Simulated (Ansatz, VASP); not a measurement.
# One calculation of NaCuH3, two programs

```
Na Cu H
1.0
     3.50383    0.00000    0.00000
     0.00000    3.50383    0.00000
     0.00000    0.00000    3.50383
Na Cu H
1 1 3
Direct
  0.00000 0.00000 0.00000
  0.50000 0.50000 0.50000
  0.00000 0.50000 0.50000
  0.50000 0.00000 0.50000
  0.50000 0.50000 0.00000
```

Alike in both runs: functional PBE; k mesh 10 × 10 × 10; occupations gaussian, width 0.1 eV; no spin polarisation.

Ansatz relaxed the structure, and its values are those at the end. VASP's run is a single point on that final structure, the one shown.

```csv
,VASP,Ansatz
version,VASP 6.6.1,Ansatz 0.2.0
potentials or method,"VASP PAW PBE potentials, release 64 (Na_pv, Cu, H), cutoff 520 eV","scalar-relativistic, plane waves, PAW"
valence electrons in the cell,21,31
```

Ansatz gave:

| Quantity | Value |
| --- | --- |
| gap on the k mesh at the Fermi level (eV) | none |
| pressure (GPa) | 0.0 |

**Question.** What did VASP give for the same quantities?

**Answer.** gap on the k mesh at the Fermi level (eV): none; pressure (GPa): 0.1.

A gap of «none» marks a metal or a gap that the smearing closes. VASP's potentials hold 21 valence electrons a cell and Ansatz's 31, so a difference there can come from the potentials and not from the codes.
